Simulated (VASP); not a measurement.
Set up this calculation in VASP 6.6.1, as the native input.

```yaml
Task: electric field gradients
Functional: LDA
Potentials_or_basis: VASP PAW LDA potentials, release 64 (Sn_d)
Cutoff: 400 eV
k_mesh: 7 × 7 × 7
Occupations: fermi-dirac, width 0.05 eV
Spin: no spin polarisation
Dipole_correction: no
Further_INCAR_settings: ALGO = Normal; EDIFF = 1e-08; NBANDS = 21
```

The structure of Sn lies in POSCAR:

```
Sn
1.0
    0.0000000000      3.2333428000      3.2333428000
    3.2333428000      0.0000000000      3.2333428000
    3.2333428000      3.2333428000      0.0000000000
Sn
2
Direct
    0.2500000000      0.2500000000      0.2500000000
    1.0000000000      1.0000000000      1.0000000000
```

This isn't the form of Sn at room conditions, which is tetragonal (white tin).

These files were run (other wordings do the same):

INCAR

```
PREC = Accurate
ENCUT = 400
EDIFF = 1E-8
ISMEAR = -1
SIGMA = 0.05
LREAL = F
LASPH = T
NELM = 120
ALGO = Normal
ISIF = 2
LWAVE = F
LCHARG = F
GGA = CA
LEFG = T
NBANDS = 21
GGA_COMPAT = F
```

KPOINTS

```
regular mesh
0
Gamma
  7 7 7
```

Potentials or basis: VASP PAW LDA potentials, release 64 (Sn_d).

The run is started by

```sh
$ cat potpaw_LDA.64/Sn_d/POTCAR > POTCAR
$ mpirun -np 1 vasp_std > vasp.out
```

Results of the run:

```yaml
Pressure: 0.2 GPa
Band_gap_on_the_k_mesh: zero (bands 14 and 15 overlap by 0.14 eV)
Largest_electric_field_gradient_by_atom: zero within the noise of the run
```

Caveat: spin-orbit coupling is left out, which moves the levels of the heavy elements.

Run time: 15 s on 1 thread of Intel(R) Xeon(R) Platinum 8259CL CPU @ 2.50GHz (Skylake/Cascade Lake), on a shared host, peak memory 0.14 GiB.
